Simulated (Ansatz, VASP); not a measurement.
Be16C in VASP and in Ansatz

```
Be C
1.0
    -2.29000   -3.96640    0.00000
     3.43500   -1.98320    0.00000
     0.00000    0.00000    7.17686
Be C
16 1
Direct
  0.72977 0.51009 0.99262
  0.50043 0.30019 0.25816
  0.74512 0.49315 0.50695
  0.50040 0.33664 0.74411
  0.50042 0.03296 0.99171
  0.27068 0.82293 0.25730
  0.50040 0.99651 0.50589
  0.25567 0.84006 0.74327
  0.27105 0.51009 0.99261
  0.00044 0.33612 0.26856
  0.25570 0.49314 0.50695
  0.00040 0.33305 0.74390
  0.00042 0.99600 0.98222
  0.73020 0.82297 0.25731
  0.00040 0.99982 0.50642
  0.74513 0.84006 0.74328
  0.00042 0.66546 0.12506
```

Alike in both runs: functional PBE; dispersion D3(BJ); k mesh 5 × 5 × 3; occupations gaussian, width 0.15 eV; no spin polarisation.

Ansatz relaxed the structure, and its values are those at the end. VASP's run is a single point on that final structure, the one shown.

```csv
,VASP,Ansatz
version,VASP 6.6.1,Ansatz 0.2.0
potentials or method,"VASP PAW PBE potentials, release 64 (Be, C), cutoff 520 eV","scalar-relativistic, plane waves, PAW"
valence electrons in the cell,36,36
```

Ansatz gave:

```
rms of the force components (eV/Å) : 0.005
```

Q: What did VASP give for the same quantities?

A: rms of the force components (eV/Å): 0.009.
